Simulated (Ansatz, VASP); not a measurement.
Two plane-wave programs on Te2Mo

```
Te Mo
1.0
     6.34645    0.00000    0.00000
     0.00000    3.49422    0.00000
    -0.54903    0.00000   14.85616
Te Mo
8 4
Direct
  0.06309 0.50000 0.40139
  0.93626 0.00000 0.59892
  0.56720 0.00000 0.36206
  0.43254 0.50000 0.63827
  0.09105 0.00000 0.13792
  0.90945 0.50000 0.86175
  0.58109 0.50000 0.09855
  0.41935 0.00000 0.90115
  0.31969 0.00000 0.50683
  0.67978 0.50000 0.49352
  0.18149 0.50000 0.00653
  0.81900 0.00000 0.99309
```

Alike in both runs: functional revPBE; k mesh 4 × 8 × 2; occupations fermi-dirac, width 0.05 eV; no spin polarisation.

|  | VASP | Ansatz |
| --- | --- | --- |
| version | VASP 6.6.1 | Ansatz 0.2.0 |
| potentials or method | VASP PAW PBE potentials, release 64 (Te, Mo_sv) | Ansatz PAW |
| plane-wave cutoff (eV) | 520 | 420 |
| valence electrons in the cell | 104 | 184 |
| task | single point | band structure |

```csv
,VASP,Ansatz,Ansatz less VASP
gap on the k mesh at the Fermi level (eV),none,none,-
pressure (GPa),2.0,2.0,+0.02
"traceless stress, the component that is largest in VASP (GPa)",-0.60,-0.57,+0.024
rms of the force components (eV/Å),0.104,0.103,-0.0017
```

VASP's potentials were made for PBE, not for revPBE. Atom by atom the forces differ by 0.003 eV/Å (rms over components). A gap of «none» marks a metal or a gap that the smearing closes. VASP's potentials hold 104 valence electrons a cell and Ansatz's 184, so a difference there can come from the potentials and not from the codes.

Spin-orbit coupling is off throughout.
